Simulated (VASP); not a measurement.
Input of a VASP 6.6.1 run:

File INCAR:

```
PREC = Accurate
ENCUT = 520
EDIFF = 1E-7
ISMEAR = -1
SIGMA = 0.05
LREAL = False
LASPH = True
NELM = 150
ALGO = Normal
ISIF = 2
LWAVE = False
LCHARG = False
ISPIN = 2
MAGMOM = 6.925
LORBIT = 11
LMAXMIX = 6
GGA = CA
NBANDS = 18
```

The input KPOINTS:

```
Automatic mesh
0
Gamma
  11 11 11
```

POSCAR

```
Eu
1.0
   -2.0544259245      2.0544259245      2.0544259245
    2.0544259245     -2.0544259245      2.0544259245
    2.0544259245      2.0544259245     -2.0544259245
Eu
1
Direct
    0.0000000000      0.0000000000      0.0000000000
```

Potentials or basis: VASP PAW PBE potentials, release 64 (Eu).

Launch:

```sh
$ cat potpaw_PBE.64/Eu/POTCAR > POTCAR
$ mpirun -np 1 vasp_std > vasp.out
```

Predict the net moment.

7.11 μB per cell.

Estimate the pressure.

-0.3 GPa.

Caveat: the PAW data sets were made with another functional, which shifts forces and pressure a little. The state reached can hang on the start; a lower one may exist.
